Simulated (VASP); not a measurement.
Input of a VASP 6.6.1 run:

File POSCAR:

```
KCl
1.0
    0.0000000000      3.1448471213      3.0819501789
    3.1448471213      0.0000000000      3.0819501789
    3.1448471213      3.1448471213      0.0000000000
K Cl
1 1
Direct
    0.0000000000      0.0000000000      0.0000000000
    0.5000000000      0.5000000000      0.5000000000
```

INCAR.step1

```
  PREC = Accurate
  ENCUT = 520
  ISMEAR = 0
  SIGMA = 0.01
  LREAL = False
  LASPH = True
  NELM = 80
  NBANDS = 15
  GGA = PE
  ALGO = Normal
  EDIFF = 1E-4
  LWAVE = True
  LCHARG = False
```

The input INCAR.step2:

```
  PREC = Accurate
  ENCUT = 520
  EDIFF = 1E-6
  ISMEAR = 0
  SIGMA = 0.01
  LREAL = False
  LASPH = True
  NELM = 80
  ALGO = Normal
  ISIF = 2
  LWAVE = False
  LCHARG = False
  METAGGA = R2SCAN
  LMIXTAU = True
  NBANDS = 15
  ISTART = 1
```

Contents of KPOINTS:

```
regular mesh
0
Gamma
  8 8 8
```

Potentials or basis: VASP PAW PBE potentials, release 64 (K_sv, Cl).

Command:

```bash
$ cat potpaw_PBE.64/K_sv/POTCAR potpaw_PBE.64/Cl/POTCAR > POTCAR
$ cp INCAR.step1 INCAR
$ mpirun -np 1 vasp_std > vasp.out
$ cp INCAR.step2 INCAR
$ mpirun -np 1 vasp_std > vasp.out
```

**Question.** What does it give for the band gap on the k mesh?

**Answer.** 5.89 eV.

**Question.** What does it give for the pressure?

**Answer.** 0.5 GPa.

Stress tensor (GPa, compression positive):
```
0.14 0.00 0.00
0.00 0.14 0.00
0.00 0.00 1.10
```

Caveat: the cell differs from its parent crystal (uniaxial z strain -2.0%); the PAW data sets were made with another functional, which shifts forces and pressure a little. A k mesh can miss the band edges.
